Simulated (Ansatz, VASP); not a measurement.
# Two plane-wave programs on ZnAu

```
Zn Au
1.0
     3.01237    0.03147    0.00205
     0.03147    3.05212   -0.00299
     0.00205   -0.00299    3.01857
Zn Au
1 1
Direct
  0.50529 0.50736 0.49705
  0.99471 0.99264 0.00295
```

Change from the starting cell: all atoms moved at random, cell strained at random.

Alike in both runs: task single point; functional PBEsol; k mesh 12 × 12 × 12; occupations gaussian, width 0.1 eV; no spin polarisation.

|  | VASP | Ansatz |
| --- | --- | --- |
| version | VASP 6.6.1 | Ansatz 0.2.0 |
| potentials or method | VASP PAW PBE potentials, release 64 (Zn, Au), cutoff 520 eV | scalar-relativistic, plane waves, PAW |
| valence electrons in the cell | 23 | 31 |

Ansatz gave:

- gap on the k mesh at the Fermi level (eV): none
- pressure (GPa): 18.7
- traceless stress, the component that is largest in VASP (GPa): -1.88
- rms of the force components (eV/Å): 0.200

Q: Which values does VASP return?

A: gap on the k mesh at the Fermi level (eV): none; pressure (GPa): 19.0; traceless stress, the component that is largest in VASP (GPa): -1.91; rms of the force components (eV/Å): 0.203.

VASP's potentials were made for PBE, not for PBEsol. Atom by atom the forces differ by 0.003 eV/Å (rms over components). A gap of «none» marks a metal or a gap that the smearing closes. VASP's potentials hold 23 valence electrons a cell and Ansatz's 31, so a difference there can come from the potentials and not from the codes.

Neither program's run includes spin-orbit coupling.
